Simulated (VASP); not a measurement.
Write the native input for VASP 6.6.1 that does the following.

| Quantity | Value |
| --- | --- |
| Task | single point |
| Functional | LDA |
| Potentials or basis | VASP PAW LDA potentials, release 64 (W_sv) |
| Cutoff | 500 eV |
| k mesh | 16 × 16 × 12 |
| Occupations | gaussian, width 0.15 eV |
| Spin | no spin polarisation |
| Dipole correction | no |
| Further INCAR settings | ALGO = Normal; EDIFF = 1e-06; NBANDS = 21 |

The structure of W lies in POSCAR:

```
W
1.0
    0.0000000000     -1.9864787844     -1.9864787844
    0.0000000000      1.9864787844     -1.9864787844
    3.9729575688      0.0000000000      0.0000000000
W
2
Direct
    0.5305062407      0.4694937593      0.5000000000
   -0.0305062407      0.0305062407      0.0000000000
```

This cell differs from its parent crystal: atoms displaced along a vibrational mode.

The input as run:

INCAR

```
ALGO = Normal
EDIFF = 1E-6
ENCUT = 500
GGA = CA
GGA_COMPAT = False
ISIF = 2
ISMEAR = 0
LASPH = True
LCHARG = False
LREAL = False
LWAVE = False
NBANDS = 21
NELM = 120
PREC = Accurate
SIGMA = 0.15
```

KPOINTS

```
k-points
0
Gamma
  16 16 12
```

Potentials or basis: VASP PAW LDA potentials, release 64 (W_sv).

Command:

```sh
$ cat potpaw_LDA.64/W_sv/POTCAR > POTCAR
$ mpirun -np 1 vasp_std > vasp.out
```

Results of the run:

```yaml
Pressure: 5.1 GPa
Largest_force: 0.917 eV/Å
Band_gap_on_the_k_mesh: zero (bands 14 and 15 overlap by 3.89 eV)
```

Caveat: the cell differs from its parent crystal (atoms displaced along a vibrational mode); the cell stands under pressure; spin-orbit coupling is left out, which moves the levels of the heavy elements.

Run time: 3.8 min on 1 thread of Intel Xeon 8259CL (shared host), peak memory 0.34 GiB.
